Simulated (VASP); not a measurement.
Input of a VASP 6.6.1 run:

INCAR

```
  ALGO = Normal
  EDIFF = 1E-6
  ENCUT = 520
  GGA = PE
  ISIF = 2
  ISMEAR = 1
  LASPH = T
  LCHARG = F
  LREAL = F
  LWAVE = F
  NBANDS = 8
  NELM = 80
  PREC = Accurate
  SIGMA = 0.1
```

File KPOINTS:

```
k-points
0
Gamma
  12 12 12
```

The input POSCAR:

```
Al
1.0
    0.0000000000      2.1027576040      2.1027576040
    2.1027576040      0.0000000000      2.1027576040
    2.1027576040      2.1027576040      0.0000000000
Al
1
Direct
    0.0000000000      0.0000000000      0.0000000000
```

Potentials or basis: VASP PAW PBE potentials, release 64 (Al).

Run with:

```bash
$ cat potpaw_PBE.64/Al/POTCAR > POTCAR
$ mpirun -np 1 vasp_std > vasp.out
```

Problem. What does it give for the pressure?

Solution. -7.3 GPa.
